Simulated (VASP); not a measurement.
# PtS2 (P-3m1) in VASP: settings compared

The runs below take PtS2 through single point, with r2SCAN, PBEsol.

All numbers are computed with VASP 6.6.1; they aren't measurements. Logs are shortened: lines on timing, memory, paths and dates and some standing lists are left out, and cuts for length are marked.

### 1 The cell of the first run

The structure is trigonal, space group P-3m1 (No. 164). Conventional cell: a = 3.495 Å, b = 3.495 Å, c = 4.971 Å, α = 90.00°, β = 90.00°, γ = 120.00°. Within 3.1 Å of Pt (site symmetry -3m) lie 6 S at 2.31 Å. Within 3.1 Å of S (site symmetry 3m) lie 3 Pt at 2.31 Å and 3 S at 3.03 Å.

### 2 Single point, r2SCAN

POSCAR reads:

```
PtS2
1.0
    3.4953130487      0.0000000000      0.0000000000
   -1.7476565244      3.0270298944      0.0000000000
    0.0000000000      0.0000000000      4.9706997601
Pt S
1 2
Direct
    0.0000000000      0.0000000000      0.0000000000
    0.6666666667      0.3333333333      0.7730000000
    0.3333333333      0.6666666667      0.2270000000
```

INCAR.step1 reads:

```
SYSTEM = PtS2
ALGO = Normal
EDIFF = 1E-4
ENCUT = 520
GGA = PE
ISMEAR = -1
LASPH = .True.
LCHARG = .False.
LREAL = .False.
LWAVE = .True.
NBANDS = 18
NELM = 100
PREC = Accurate
SIGMA = 0.05
```

INCAR.step2 reads:

```
SYSTEM = PtS2
ALGO = Normal
EDIFF = 1E-7
ENCUT = 520
ISIF = 2
ISMEAR = -1
ISTART = 1
LASPH = .True.
LCHARG = .False.
LMIXTAU = .True.
LREAL = .False.
LWAVE = .False.
METAGGA = R2SCAN
NBANDS = 18
NELM = 100
PREC = Accurate
SIGMA = 0.05
```

KPOINTS reads:

```
k-points
0
Gamma
  7 7 5
  0 0 0
```

Potentials or basis: VASP PAW PBE potentials, release 64 (Pt, S).

Run with:

```console
> cat potpaw_PBE.64/Pt/POTCAR potpaw_PBE.64/S/POTCAR > POTCAR
> cp INCAR.step1 INCAR
> mpirun -np 1 vasp_std > vasp.out
> cp INCAR.step2 INCAR
> mpirun -np 1 vasp_std > vasp.out
```

OUTCAR:

```text
SYSTEM = PtS2
   EDIFF = 1E-7
   ENCUT = 520
   ISIF = 2
   ISMEAR = -1
   ISTART = 1
   LASPH = .True.
   LREAL = .False.
   METAGGA = R2SCAN
   NELM = 100
   PREC = Accurate

 ion  position               nearest neighbor table
   1  0.000  0.000  0.000-   2 2.31   3 2.31   2 2.31   3 2.31   2 2.31   3 2.31
   2  0.667  0.333  0.773-   1 2.31   1 2.31   1 2.31
   3  0.333  0.667  0.227-   1 2.31   1 2.31   1 2.31

  LATTYP: Found a hexagonal cell.
 ALAT       =     3.4953130487
 C/A-ratio  =     1.4221043125

  Lattice vectors:

 A1 = (   3.4953130487,   0.0000000000,   0.0000000000)
 A2 = (  -1.7476565244,   3.0270298944,   0.0000000000)
 A3 = (   0.0000000000,   0.0000000000,   4.9706997601)

Analysis of symmetry for initial positions (statically):
=====================================================================
 Subroutine PRICEL returns:
 Original cell was already a primitive cell.

 Routine SETGRP: Setting up the symmetry group for a
 hexagonal supercell.

 Subroutine GETGRP returns: Found 12 space group operations
 (whereof 12 operations were pure point group operations)
 out of a pool of 24 trial point group operations.

The static configuration has the point symmetry D_3d.

Analysis of symmetry for dynamics (positions and initial velocities):
=====================================================================
 Subroutine PRICEL returns:
 Original cell was already a primitive cell.

 Routine SETGRP: Setting up the symmetry group for a
 hexagonal supercell.

 Subroutine GETGRP returns: Found 12 space group operations
 (whereof 12 operations were pure point group operations)
 out of a pool of 24 trial point group operations.

The dynamic configuration has the point symmetry D_3d.

 Subroutine INISYM returns: Found 12 space group operations
 (whereof 12 operations are pure point group operations),
 and found     1 'primitive' translations

----------------------------------------------------------------------------------------

                                     Primitive cell

  volume of cell :      52.5921

  direct lattice vectors                    reciprocal lattice vectors
     3.495313049  0.000000000  0.000000000     0.286097407  0.165178415  0.000000000
    -1.747656524  3.027029894  0.000000000     0.000000000  0.330356830  0.000000000
     0.000000000  0.000000000  4.970699760     0.000000000  0.000000000  0.201178918

  length of vectors
     3.495313049  3.495313049  4.970699760     0.330356830  0.330356830  0.201178918

  position of ions in fractional coordinates (direct lattice)
     0.000000000  0.000000000  0.000000000
     0.666666667  0.333333333  0.773000000
[... 77 lines left out ...]
   ENCUT  =  520.0 eV  38.22 Ry    6.18 a.u.   6.50  6.50  9.24*2*pi/ulx,y,z
   NELM   =    100;   NELMIN=  2; NELMDL=  0     # of ELM steps
   EDIFF  = 0.1E-06   stopping-criterion for ELM
   LREAL  =      F    real-space projection
   EDIFFG = 0.1E-05   stopping-criterion for IOM
   NSW    =      0    number of steps for IOM
   IBRION =     -1    ionic relax: 0-MD 1-quasi-New 2-CG
   NFREE  =      0    steps in history (QN), initial steepest desc. (CG)
   ISIF   =      2    stress and relaxation
   ISYM   =      2    0-nonsym 1-usesym 2-fastsym
   POTIM  = 0.5000    time-step for ionic-motion
   TEBEG  =    0.0;   TEEND  =   0.0 temperature during run
   PSTRESS=    0.0 pullay stress
   NELECT =      22.0000    total number of electrons
   NUPDOWN=      -1.0000    fix difference up-down
   EMIN   =  10.00;   EMAX   =-10.00  energy-range for DOS
   EFERMI =   0.00;   METHOD = LEGACY
   ISMEAR =    -1;   SIGMA  =   0.05  broadening in eV -4-tet -1-fermi 0-gaus
   EFERMI_NEDOS =   21; number of points for ismear=-14 and -15
   IALGO  =     38    algorithm
   IMIX   =      4    mixing-type and parameters
     AMIX     =   0.40;   BMIX     =  1.00
     AMIX_MAG =   1.60;   BMIX_MAG =  1.00
  volume/ion in A,a.u.               =      17.53       118.30
  Fermi-wavevector in a.u.,A,eV,Ry     =   1.224359  2.313704 20.395897  1.499056
  Thomas-Fermi vector in A             =   2.359437
   LORBIT       =      0    0 simple, 1 ext, 2 COOP (PROOUT), +10 PAW based schemes
   METAGGA = R2SCAN    functional components
   LHFCALC =     F    Hartree Fock is set to
   AEXX    =    0.0000 exact exchange contribution
   IVDW    =     0    specifies the selected vdW correction
   LEPSILON=     F    determine dielectric tensor
   LRPA    =     F    only Hartree local field effects (RPA)
 non-spin polarized calculation
  energy-cutoff  :      520.00
  volume of cell :       52.59
 maximum number of plane-waves:      1459
 NGX is ok and might be reduce to    28
   NGX = 13   NGY = 13   NGZ = 19

 number of electron      22.0000002 magnetization

 Free energy of the ion-electron system (eV)
  ---------------------------------------------------
  ext. energy  EPLUGINS =         0.00000000
  ---------------------------------------------------
  free energy    TOTEN  =       -68.55947158 eV

  energy without entropy =      -68.55947005  energy(sigma->0) =      -68.55947082

 E-fermi :   7.6712     XC(G=0): -11.4994

 val. band max:        7.1281960774   @ k =   0.0000   0.1429   0.2000
 cond. band min:       8.2227610156   @ k =   0.0000   0.2857   0.2000
 fundamental gap:      1.0945649382
 Fermi energy:         7.6711533311

 k-point     1 :       0.0000    0.0000    0.0000
  band No.  band energies     occupation
      1      -9.5162      2.00000
      2      -5.8752      2.00000
      3      -0.5853      2.00000
      4      -0.5853      2.00000
      5      -0.4353      2.00000
      6       2.6966      2.00000
[... 481 lines left out ...]
      5       0.7582      2.00000
      6       1.8805      2.00000
[... 10 lines left out ...]
     17      17.5664      0.00000
     18      17.7684      0.00000

 [... further k-points ...]
[... 5 lines left out ...]
  --------------------------------------------------------------------------------------
  -------------------------------------------------------------------------------------
  Total        6.0091270      6.0091270      4.9357181     -0.0000000      0.0000000      0.0000000
  in kB      183.0634519    183.0634519    150.3628715     -0.0000000      0.0000000      0.0000000
  external PRESSURE =     172.1632585 kB  Pullay stress =       0.0000000 kB

 VOLUME and BASIS-vectors are now :
 -----------------------------------------------------------------------------
  energy-cutoff  :      520.00
  volume of cell :       52.59
      direct lattice vectors                 reciprocal lattice vectors
     3.495313049  0.000000000  0.000000000     0.286097407  0.165178415  0.000000000
    -1.747656524  3.027029894  0.000000000     0.000000000  0.330356830  0.000000000
     0.000000000  0.000000000  4.970699760     0.000000000  0.000000000  0.201178918

 POSITION                                       TOTAL-FORCE (eV/Angst)
 -----------------------------------------------------------------------------------
      0.00000      0.00000      0.00000         0.000000      0.000000     -0.000000
      1.74766      1.00901      3.84235         0.000000      0.000000     -1.893130
     -0.00000      2.01802      1.12835        -0.000000      0.000000      1.893130
 -----------------------------------------------------------------------------------
    total drift:                                0.000000     -0.000000      0.000000

  FREE ENERGIE OF THE ION-ELECTRON SYSTEM (eV)
  ---------------------------------------------------
  free  energy   TOTEN  =       -68.5594715809 eV

  energy  without entropy=      -68.5594700537  energy(sigma->0) =      -68.55947082
```

OUTCAR.step1:

```text
SYSTEM = PtS2
   EDIFF = 1E-4
   ENCUT = 520
   GGA = PE
   ISMEAR = -1
   LASPH = .True.
   LREAL = .False.
   NELM = 100
[... 727 lines left out ...]
      0.00000      0.00000      0.00000        -0.000000      0.000000      0.000000
      1.74766      1.00901      3.84235         0.000000      0.000000     -1.887060
     -0.00000      2.01802      1.12835        -0.000000     -0.000000      1.887060
 -----------------------------------------------------------------------------------
    total drift:                                0.000000     -0.000000      0.000000

  FREE ENERGIE OF THE ION-ELECTRON SYSTEM (eV)
  ---------------------------------------------------
  free  energy   TOTEN  =       -15.0655311961 eV

  energy  without entropy=      -15.0655243555  energy(sigma->0) =      -15.06552778
```

Run time: 2.6 min. Hardware: 1 thread of Intel Xeon Platinum 8259CL at 2.50GHz (Skylake/Cascade Lake), shared host; peak memory 0.19 GiB.

Results:

| Quantity | Value |
| --- | --- |
| Free energy | -68.5595 eV |
| Pressure | 17.2 GPa |
| Largest force | 1.893 eV/Å |
| Band gap on the k mesh | 1.09 eV, indirect (least direct gap 1.40 eV) |

Forces on the atoms (eV/Å):
```
Pt   0.000  0.000  0.000
S    0.000  0.000 -1.893
S    0.000  0.000  1.893
```

Stress tensor (GPa, compression positive):
```
18.31  0.00  0.00
 0.00 18.31  0.00
 0.00  0.00 15.04
```

Levels at points of the mesh, in eV from the valence-band top:
```
           k point  band 7  band 8  band 9  band 10  band 11  band 12  band 13  band 14  band 15  band 16
(0.00, 0.00, 0.00)   -4.43   -1.97   -1.25    -1.25    -0.15     2.75     2.75     5.16     6.74     8.37
```

Caveat: the PAW data sets were made with another functional, which shifts forces and pressure a little; spin-orbit coupling is left out, which moves the levels of the heavy elements. A k mesh can miss the band edges.

### 3 Single point, r2SCAN

This run uses another cell than the first one, of 17.90 Å³/atom, 1.021 times its volume.

POSCAR reads:

```
PtS2
1.0
    3.5194194177      0.0000000000      0.0000000000
   -1.7597097089      3.0479066223      0.0000000000
    0.0000000000      0.0000000000      5.0049815314
Pt S
1 2
Direct
    0.0000000000      0.0000000000      0.0000000000
    0.6666666667      0.3333333333      0.7730000000
    0.3333333333      0.6666666667      0.2270000000
```

INCAR.step1 reads:

```
  PREC = Accurate
  ENCUT = 520
  ISMEAR = -1
  SIGMA = 0.05
  LREAL = False
  LASPH = True
  NELM = 100
  NBANDS = 18
  GGA = PE
  ALGO = Normal
  EDIFF = 1E-4
  LWAVE = True
  LCHARG = False
```

INCAR.step2 reads:

```
  PREC = Accurate
  ENCUT = 520
  EDIFF = 1E-6
  ISMEAR = -1
  SIGMA = 0.05
  LREAL = False
  LASPH = True
  NELM = 100
  ALGO = Normal
  ISIF = 2
  LWAVE = False
  LCHARG = True
  METAGGA = R2SCAN
  LMIXTAU = True
  LELF = True
  LVHAR = True
  NBANDS = 18
  ISTART = 1
```

KPOINTS reads:

```
Automatic mesh
0
Gamma
  7 7 5
```

Potentials or basis: VASP PAW PBE potentials, release 64 (Pt, S).

Run with:

```console
> cat potpaw_PBE.64/Pt/POTCAR potpaw_PBE.64/S/POTCAR > POTCAR
> cp INCAR.step1 INCAR
> mpirun -np 1 vasp_std > vasp.out
> cp INCAR.step2 INCAR
> mpirun -np 1 vasp_std > vasp.out
```

Wall time 1.8 min (1 thread of Intel Xeon Platinum 8259CL at 2.50GHz (Skylake/Cascade Lake), shared host); peak memory 0.19 GiB.

Results (log left out):

| Property | Result |
| --- | --- |
| Free energy | -68.6630 eV |
| Pressure | 13.0 GPa |
| Largest force | 1.538 eV/Å |
| Band gap on the k mesh | 1.07 eV, indirect (least direct gap 1.37 eV) |

Forces in eV/Å, atoms in the order of the input:
```
Pt   0.000  0.000  0.000
S    0.000  0.000 -1.538
S    0.000  0.000  1.538
```

Stress tensor (GPa, compression positive):
```
13.48  0.00  0.00
 0.00 13.48  0.00
 0.00  0.00 12.06
```

Levels at points of the mesh, in eV from the valence-band top:
```csv
k point,band 8,band 9,band 10,band 11,band 12,band 13,band 14,band 15
"(0.00, 0.00, 0.00)",-1.93,-1.22,-1.22,-0.12,2.69,2.69,5.20,6.56
```

Caveat: the PAW data sets were made with another functional, which shifts forces and pressure a little; spin-orbit coupling is left out, which moves the levels of the heavy elements. A k mesh can miss the band edges.

### 4 Single point, r2SCAN

This run uses another cell than the first one, of 18.26 Å³/atom, 1.042 times its volume.

POSCAR reads:

```
PtS2
1.0
    3.5432000000      0.0000000000      0.0000000000
   -1.7716000000      3.0685012107      0.0000000000
    0.0000000000      0.0000000000      5.0388000000
Pt S
1 2
Direct
    0.0000000000      0.0000000000      0.0000000000
    0.6666666667      0.3333333333      0.7730000000
    0.3333333333      0.6666666667      0.2270000000
```

INCAR.step1 reads:

```
SYSTEM = PtS2
PREC = Accurate
ENCUT = 520
ISMEAR = -1
SIGMA = 0.05
LREAL = .False.
LASPH = .True.
NELM = 80
NBANDS = 18
GGA = PE
ALGO = Normal
EDIFF = 1E-4
LWAVE = .True.
LCHARG = .False.
```

INCAR.step2 reads:

```
SYSTEM = PtS2
PREC = Accurate
ENCUT = 520
EDIFF = 1E-6
ISMEAR = -1
SIGMA = 0.05
LREAL = .False.
LASPH = .True.
NELM = 80
ALGO = Normal
ISIF = 2
LWAVE = .False.
LCHARG = .False.
METAGGA = R2SCAN
LMIXTAU = .True.
NBANDS = 18
ISTART = 1
```

KPOINTS reads:

```
regular mesh
0
Gamma
  7 7 5
  0 0 0
```

Run with:

```console
> cat potpaw_PBE.64/Pt/POTCAR potpaw_PBE.64/S/POTCAR > POTCAR
> cp INCAR.step1 INCAR
> mpirun -np 1 vasp_std > vasp.out
> cp INCAR.step2 INCAR
> mpirun -np 1 vasp_std > vasp.out
```

Wall time 1.7 min (1 thread of Intel Xeon Platinum 8259CL at 2.50GHz (Skylake/Cascade Lake), shared host); peak memory 0.19 GiB.

It converged, with:

```yaml
Free_energy: -68.7392 eV
Pressure: 9.2 GPa
Largest_force: 1.211 eV/Å
Band_gap_on_the_k_mesh: 1.05 eV, indirect (least direct gap 1.35 eV)
```

Forces in eV/Å, atoms in the order of the input:
```
Pt   0.000  0.000  0.000
S    0.000  0.000 -1.211
S    0.000  0.000  1.211
```

Stress tensor (GPa, compression positive):
```
9.16 0.00 0.00
0.00 9.16 0.00
0.00 0.00 9.39
```

Levels at points of the mesh, in eV from the valence-band top:
| k point | band 9 | band 10 | band 11 | band 12 | band 13 | band 14 |
| --- | --- | --- | --- | --- | --- | --- |
| (0.00, 0.00, 0.00) | -1.19 | -1.19 | -0.09 | 2.64 | 2.64 | 5.23 |

Caveat: the PAW data sets were made with another functional, which shifts forces and pressure a little; spin-orbit coupling is left out, which moves the levels of the heavy elements.

### 5 Single point, r2SCAN

This run uses another cell than the first one, of 18.63 Å³/atom, 1.062 times its volume.

POSCAR reads:

```
PtS2
1.0
    3.5666655845      0.0000000000      0.0000000000
   -1.7833327923      3.0888230030      0.0000000000
    0.0000000000      0.0000000000      5.0721705089
Pt S
1 2
Direct
    0.0000000000      0.0000000000      0.0000000000
    0.6666666667      0.3333333333      0.7730000000
    0.3333333333      0.6666666667      0.2270000000
```

INCAR.step1 reads:

```
PREC     = Accurate       # precision mode
ENCUT    = 520            # plane-wave cutoff, eV
ISMEAR   = -1             # smearing method
SIGMA    = 0.05           # smearing width, eV
LREAL    = False          # projectors in reciprocal space
LASPH    = True           # aspherical terms in the spheres
NELM     = 60             # most SCF steps
NBANDS   = 18             # bands
GGA      = PE             # functional
ALGO     = Normal         # electronic algorithm
EDIFF    = 1E-4           # SCF threshold, eV
LWAVE    = True           # write WAVECAR
LCHARG   = False          # write CHGCAR
```

INCAR.step2 reads:

```
PREC     = Accurate       # precision mode
ENCUT    = 520            # plane-wave cutoff, eV
EDIFF    = 1E-7           # SCF threshold, eV
ISMEAR   = -1             # smearing method
SIGMA    = 0.05           # smearing width, eV
LREAL    = False          # projectors in reciprocal space
LASPH    = True           # aspherical terms in the spheres
NELM     = 60             # most SCF steps
ALGO     = Normal         # electronic algorithm
ISIF     = 2              # what is computed and relaxed
LWAVE    = False          # write WAVECAR
LCHARG   = False          # write CHGCAR
METAGGA  = R2SCAN         # meta-GGA
LMIXTAU  = True         
NBANDS   = 18             # bands
ISTART   = 1
```

KPOINTS reads:

```
regular mesh
0
Gamma
  7 7 5
```

Run with:

```console
> cat potpaw_PBE.64/Pt/POTCAR potpaw_PBE.64/S/POTCAR > POTCAR
> cp INCAR.step1 INCAR
> mpirun -np 1 vasp_std > vasp.out
> cp INCAR.step2 INCAR
> mpirun -np 1 vasp_std > vasp.out
```

It took 2.4 min on 1 thread of Intel Xeon Platinum 8259CL at 2.50GHz (Skylake/Cascade Lake), shared host; peak memory 0.19 GiB.

The run converged. Its results:

- Free energy: -68.7911 eV
- Pressure: 5.9 GPa
- Largest force: 0.910 eV/Å
- Band gap on the k mesh: 1.03 eV, indirect (least direct gap 1.32 eV)

Forces on the atoms (eV/Å):
```
Pt   0.000  0.000  0.000
S    0.000  0.000 -0.910
S    0.000  0.000  0.910
```

Stress tensor (GPa, compression positive):
```
5.30 0.00 0.00
0.00 5.30 0.00
0.00 0.00 7.00
```

Levels at points of the mesh, in eV from the valence-band top:
| k point | band 8 | band 9 | band 10 | band 11 | band 12 | band 13 | band 14 | band 15 |
| --- | --- | --- | --- | --- | --- | --- | --- | --- |
| (0.00, 0.00, 0.00) | -1.83 | -1.16 | -1.16 | -0.07 | 2.59 | 2.59 | 5.27 | 6.22 |

Caveat: the PAW data sets were made with another functional, which shifts forces and pressure a little; spin-orbit coupling is left out, which moves the levels of the heavy elements.

(Part 1 of 2 ends here.)
